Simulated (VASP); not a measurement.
Ge2Te8Pb5 (a cell with a defect), 15 atoms in the cell. The cell holds a defect, 15 atoms: a = 6.333 Å, b = 6.333 Å, c = 12.645 Å, α = 90.00°, β = 90.00°, γ = 90.00°.  This cell differs from its parent crystal: atoms taken out, then relaxed in part.

* Program: VASP 6.6.1
* Task: single point
* Functional: PBEsol
* Potentials or basis: VASP PAW PBE potentials, release 64 (Ge_d, Te, Pb_d)
* Cutoff: 520 eV
* k mesh: 4 × 4 × 2
* Occupations: gaussian, width 0.05 eV
* Spin: no spin polarisation
* Dipole correction: no
* Further INCAR settings: LREAL = Auto; ALGO = Normal; EDIFF = 1e-06; NBANDS = 86

Potentials or basis: VASP PAW PBE potentials, release 64 (Ge_d, Te, Pb_d).

Launch:

```bash
$ cat potpaw_PBE.64/Ge_d/POTCAR potpaw_PBE.64/Te/POTCAR potpaw_PBE.64/Pb_d/POTCAR > POTCAR
$ mpirun -np 1 vasp_std > vasp.out
```

Hardware: 1 thread of Intel(R) Xeon(R) Platinum 8488C (Sapphire Rapids) (shared host).

Question: How long does it take, and how much memory?

Answer: Wall time 8 min on 1 thread of Intel(R) Xeon(R) Platinum 8488C (Sapphire Rapids), on a shared host, peak memory 0.72 GiB. Counts: scf iterations 14, k points 14.
